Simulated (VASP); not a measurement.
A run of VASP 6.6.1:

The input INCAR:

```
PREC = Accurate
ENCUT = 520
EDIFF = 1E-6
ISMEAR = -1
SIGMA = 0.15
LREAL = Auto
LASPH = T
NELM = 100
ALGO = Normal
ISIF = 2
LWAVE = F
LCHARG = F
GGA = PE
NBANDS = 88
```

The input KPOINTS:

```
regular mesh
0
Gamma
  2 2 1
```

File POSCAR:

```
In8Sb9
1.0
    9.1735790000      0.0000000000      0.0000000000
    0.0000000000      6.4867000000      0.0000000000
    0.0000000000      0.0000000000     18.8801840000
In Sb
8 9
Direct
    0.0000000000      0.0000000000      0.0529656000
    0.7567737516      0.5645698696      0.1887520668
    0.2436567913      0.5657940953      0.1889868552
    0.5000000000      0.0000000000      0.0529656000
    0.5012205309      0.0734253784      0.2973968221
    0.2536060272      0.5166212762      0.4265759626
    0.7443620636      0.5179707804      0.4272522802
    0.0000913085      0.0787740404      0.3156811707
    0.0004469922      0.2870537611      0.1779028274
    0.2500000000      0.7500000000      0.0529656000
    0.7500000000      0.7500000000      0.0529656000
    0.4999942781      0.3100489522      0.1694767197
    0.4970093283      0.2067673532      0.4459798272
    0.7501064501      0.8073661057      0.3127088241
    0.2508694589      0.8087928272      0.3129605521
   -0.0011929785      0.2746754989      0.4532731613
    0.4996634604      0.6093855286      0.5200361463
```

Potentials or basis: VASP PAW PBE potentials, release 64 (In_d, Sb).

Command:

```sh
$ cat potpaw_PBE.64/In_d/POTCAR potpaw_PBE.64/Sb/POTCAR > POTCAR
$ mpirun -np 1 vasp_std > vasp.out
```

Hardware: 1 thread of Oxide Virtual Turin-like Processor, on a shared host.

How long does it take, and how much memory?

Run time: 19 min on 1 thread of Oxide Virtual Turin-like Processor (shared host), peak memory 0.95 GiB. Counts: scf iterations 21, k points 4.
